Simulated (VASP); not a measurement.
# Si3N4 (P6_3/m) in VASP: single point with PBE

Aim: the single point of Si3N4 with PBE.

Program: VASP 6.6.1. These are calculated values, not measurements. Logs are shortened: lines on timing, memory, paths and dates and some standing lists are left out, and cuts for length are marked.

**1. The cell of the first run**

The structure is hexagonal, space group P6_3/m (No. 176). The conventional cell has a = 7.602 Å, b = 7.602 Å, c = 2.907 Å, α = 90.00°, β = 90.00°, γ = 120.00°. Within 2.3 Å of Si (site symmetry m) lie 4 N at 1.73 to 1.74 Å. N (site symmetry -6) has 3 Si at 1.73 Å within 2.3 Å. N (site symmetry m) has 3 Si at 1.74 Å within 2.3 Å.

**2. Single point, PBE**

Input file INCAR:

```
PREC = Accurate ; ENCUT = 520
EDIFF = 1E-6 ; ISMEAR = -1
SIGMA = 0.02 ; LREAL = False
LASPH = True ; NELM = 60
ALGO = Normal ; ISIF = 2
LWAVE = False ; LCHARG = False
GGA = PE ; NBANDS = 45
```

Input file KPOINTS:

```
Automatic mesh
0
Gamma
  4 4 10
```

Input file POSCAR:

```
Si3N4
1.0
    7.6018000000      0.0000000000      0.0000000000
   -3.8009000000      6.5833519145      0.0000000000
    0.0000000000      0.0000000000      2.9066000000
Si N
6 8
Direct
    0.1737011125      0.7675524893      0.2500000000
    0.4061486232      0.1737011125      0.7500000000
    0.2324475107      0.4061486232      0.2500000000
    0.8262988875      0.2324475107      0.7500000000
    0.5938513768      0.8262988875      0.2500000000
    0.7675524893      0.5938513768      0.7500000000
    0.3333333333      0.6666666667      0.2500000000
    0.6666666667      0.3333333333      0.7500000000
    0.3297003483      0.0295951159      0.2500000000
    0.3001052325      0.3297003483      0.7500000000
    0.9704048841      0.3001052325      0.2500000000
    0.6702996517      0.9704048841      0.7500000000
    0.6998947675      0.6702996517      0.2500000000
    0.0295951159      0.6998947675      0.7500000000
```

Potentials or basis: VASP PAW PBE potentials, release 64 (Si, N).

The run is started by

```
cat potpaw_PBE.64/Si/POTCAR potpaw_PBE.64/N/POTCAR > POTCAR
mpirun -np 1 vasp_std > vasp.out
```

OUTCAR:

```text
PREC = Accurate
   ENCUT = 520
   EDIFF = 1E-6
   ISMEAR = -1
   LREAL = False
   LASPH = True
   NELM = 60
   ISIF = 2
   GGA = PE

 ion  position               nearest neighbor table
   1  0.174  0.768  0.250-   7 1.73   9 1.74  14 1.74  14 1.74   5 3.00   3 3.00   6 3.05   6 3.05
                             2 3.05   2 3.05
   2  0.406  0.174  0.750-   8 1.73  10 1.74   9 1.74   9 1.74   4 3.00   6 3.00   3 3.05   3 3.05
                             1 3.05   1 3.05
   3  0.232  0.406  0.250-   7 1.73  11 1.74  10 1.74  10 1.74   1 3.00   5 3.00   4 3.05   4 3.05
                             2 3.05   2 3.05
   4  0.826  0.232  0.750-   8 1.73  12 1.74  11 1.74  11 1.74   2 3.00   6 3.00   3 3.05   3 3.05
                             5 3.05   5 3.05
   5  0.594  0.826  0.250-   7 1.73  13 1.74  12 1.74  12 1.74   1 3.00   3 3.00   6 3.05   6 3.05
                             4 3.05   4 3.05
   6  0.768  0.594  0.750-   8 1.73  14 1.74  13 1.74  13 1.74   4 3.00   2 3.00   1 3.05   1 3.05
                             5 3.05   5 3.05
   7  0.333  0.667  0.250-   1 1.73   5 1.73   3 1.73
   8  0.667  0.333  0.750-   4 1.73   2 1.73   6 1.73
   9  0.330  0.030  0.250-   1 1.74   2 1.74   2 1.74
  10  0.300  0.330  0.750-   2 1.74   3 1.74   3 1.74
  11  0.970  0.300  0.250-   3 1.74   4 1.74   4 1.74
  12  0.670  0.970  0.750-   4 1.74   5 1.74   5 1.74
  13  0.700  0.670  0.250-   5 1.74   6 1.74   6 1.74
  14  0.030  0.700  0.750-   6 1.74   1 1.74   1 1.74

  LATTYP: Found a hexagonal cell.
 ALAT       =     7.6018000000
 C/A-ratio  =     0.3823568102

  Lattice vectors:

 A1 = (   7.6018000000,   0.0000000000,   0.0000000000)
 A2 = (  -3.8009000000,   6.5833519145,   0.0000000000)
 A3 = (   0.0000000000,   0.0000000000,   2.9066000000)

Analysis of symmetry for initial positions (statically):
=====================================================================
 Subroutine PRICEL returns:
 Original cell was already a primitive cell.

 Routine SETGRP: Setting up the symmetry group for a
 hexagonal supercell.

 Subroutine GETGRP returns: Found 12 space group operations
 (whereof  6 operations were pure point group operations)
 out of a pool of 24 trial point group operations.

The static configuration has the point symmetry S_6 .
 The point group associated with its full space group is C_6h.

Analysis of symmetry for dynamics (positions and initial velocities):
=====================================================================
 Subroutine PRICEL returns:
 Original cell was already a primitive cell.

 Routine SETGRP: Setting up the symmetry group for a
 hexagonal supercell.

 Subroutine GETGRP returns: Found 12 space group operations
 (whereof  6 operations were pure point group operations)
[... 145 lines left out ...]
     AMIX     =   0.40;   BMIX     =  1.00
     AMIX_MAG =   1.60;   BMIX_MAG =  1.00
  volume/ion in A,a.u.               =      10.39        70.12
  Fermi-wavevector in a.u.,A,eV,Ry     =   1.245141  2.352975 21.094150  1.550376
  Thomas-Fermi vector in A             =   2.379377
   LORBIT       =      0    0 simple, 1 ext, 2 COOP (PROOUT), +10 PAW based schemes
   GGA     = PE    functional components
   LHFCALC =     F    Hartree Fock is set to
   AEXX    =    0.0000 exact exchange contribution
   IVDW    =     0    specifies the selected vdW correction
   LEPSILON=     F    determine dielectric tensor
   LRPA    =     F    only Hartree local field effects (RPA)
 non-spin polarized calculation
  energy-cutoff  :      520.00
  volume of cell :      145.46
 maximum number of plane-waves:      3965
 NGX is ok and might be reduce to    60
   NGX = 29   NGY = 29   NGZ = 11

 number of electron      63.9999992 magnetization

 Free energy of the ion-electron system (eV)
  ---------------------------------------------------
  ext. energy  EPLUGINS =         0.00000000
  ---------------------------------------------------
  free energy    TOTEN  =      -114.48963444 eV

  energy without entropy =     -114.48963444  energy(sigma->0) =     -114.48963444

 E-fermi :   7.2305     XC(G=0): -10.8118

 val. band max:        6.7740840680   @ k =   0.0000   0.0000   0.2000
 cond. band min:      11.0971578514   @ k =   0.0000   0.0000   0.0000
 fundamental gap:      4.3230737834
 Fermi energy:         7.2305456080

 k-point     1 :       0.0000    0.0000    0.0000
  band No.  band energies     occupation
      1     -11.4527      2.00000
      2      -9.9870      2.00000
      3      -9.9870      2.00000
      4      -9.3440      2.00000
      5      -9.2171      2.00000
      6      -9.2171      2.00000
[... 1117 lines left out ...]
     43      14.4112      0.00000
     44      14.4112      0.00000
 [bands above 44 left out]

------------------------ aborting loop because EDIFF is reached ----------------------------------------

  FORCE on cell =-STRESS in cart. coord.  units (eV):
  Direction    XX          YY          ZZ          XY          YZ          ZX
  --------------------------------------------------------------------------------------
  -------------------------------------------------------------------------------------
  Total        4.8984314      4.8984314      4.6820410      0.0000000      0.0000000      0.0000000
  in kB       53.9534019     53.9534019     51.5699860      0.0000005      0.0000000      0.0000000
  external PRESSURE =      53.1589299 kB  Pullay stress =       0.0000000 kB

 VOLUME and BASIS-vectors are now :
 -----------------------------------------------------------------------------
  energy-cutoff  :      520.00
  volume of cell :      145.46
      direct lattice vectors                 reciprocal lattice vectors
     7.601800000  0.000000000  0.000000000     0.131547791  0.075949153  0.000000000
    -3.800900000  6.583351914  0.000000000     0.000000000  0.151898305  0.000000000
     0.000000000  0.000000000  2.906600000     0.000000000  0.000000000  0.344044588

 POSITION                                       TOTAL-FORCE (eV/Angst)
 -----------------------------------------------------------------------------------
     -1.59695      5.05307      0.72665         0.000354      0.001163     -0.000000
      2.42724      1.14354      2.17995        -0.000830      0.000888      0.000000
      0.22329      2.67382      0.72665        -0.001184     -0.000275      0.000000
      5.39785      1.53028      2.17995        -0.000354     -0.001163     -0.000000
      1.37366      5.43982      0.72665         0.000830     -0.000888     -0.000000
      3.57761      3.90953      2.17995         0.001184      0.000275     -0.000000
     -0.00000      4.38890      0.72665        -0.000000      0.000000     -0.000000
      3.80090      2.19445      2.17995        -0.000000      0.000000      0.000000
      2.39383      0.19484      0.72665        -0.002697      0.000508      0.000000
      1.02818      2.17053      2.17995        -0.001789     -0.002082      0.000000
      6.23615      1.97570      0.72665         0.000908     -0.002590      0.000000
      1.40707      6.38852      2.17995         0.002697     -0.000508      0.000000
      2.77272      4.41282      0.72665         0.001789      0.002082      0.000000
     -2.43525      4.60765      2.17995        -0.000908      0.002590      0.000000
 -----------------------------------------------------------------------------------
    total drift:                               -0.000000     -0.000000      0.000000

  FREE ENERGIE OF THE ION-ELECTRON SYSTEM (eV)
  ---------------------------------------------------
  free  energy   TOTEN  =      -114.4896344393 eV

  energy  without entropy=     -114.4896344393  energy(sigma->0) =     -114.48963444
```

It took 2.6 min on 1 thread of Intel Xeon 8259CL, shared host; peak memory 0.33 GiB.

Results:

```
Free energy            : -114.4896 eV
Pressure               : 5.3 GPa
Band gap on the k mesh : 4.32 eV (least direct gap 4.52 eV)
```

Forces on the atoms (eV/Å):
```
Si   0.000  0.001  0.000
Si  -0.001  0.001  0.000
Si  -0.001  0.000  0.000
Si   0.000 -0.001  0.000
Si   0.001 -0.001  0.000
Si   0.001  0.000  0.000
N    0.000  0.000  0.000
N    0.000  0.000  0.000
N   -0.003  0.001  0.000
N   -0.002 -0.002  0.000
N    0.001 -0.003  0.000
N    0.003 -0.001  0.000
N    0.002  0.002  0.000
N   -0.001  0.003  0.000
```

Stress tensor (GPa, compression positive):
```
5.40 0.00 0.00
0.00 5.40 0.00
0.00 0.00 5.16
```

Caveat: the cell stands under pressure.
